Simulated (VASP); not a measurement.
# KI: single point with PBE

The system is KI.

```
K I
1.0
     0.00000    3.48503    3.48503
     3.48503    0.00000    3.48503
     3.48503    3.48503    0.00000
K I
1 1
Direct
  0.00000 0.00000 0.00000
  0.50000 0.50000 0.50000
```

```
Program                : VASP 6.6.1
Task                   : single point
Functional             : PBE
Potentials or basis    : VASP PAW PBE potentials, release 64 (K_sv, I)
Cutoff                 : 500 eV
k mesh                 : 6 × 6 × 6
Occupations            : gaussian, width 0.01 eV
Spin                   : no spin polarisation
Dipole correction      : no
Further INCAR settings : ALGO = Normal; EDIFF = 1e-06; NBANDS = 15
```

The pressure is 1.2 GPa and the band gap on the k mesh is 4.06 eV.

Levels at points of the mesh, in eV from the valence-band top:
```
           k point  band 6  band 7  band 8  band 9  band 10  band 11
(0.00, 0.00, 0.00)    0.00    0.00    0.00    4.06     6.48     6.48
(0.50, 0.00, 0.00)   -1.42   -0.37   -0.37    5.56     7.83     8.23
(0.50, 0.50, 0.00)   -1.06   -0.39   -0.39    4.86     5.86     8.14
```

Run time: 9.3 s on 1 thread of Intel(R) Xeon(R) 6975P-C (Granite Rapids), with other jobs on the host, peak memory 0.2 GiB.

Caveat: spin-orbit coupling is left out, which moves the levels of the heavy elements. Expect the measured gap to be larger: semilocal functionals such as PBE lack the derivative discontinuity.
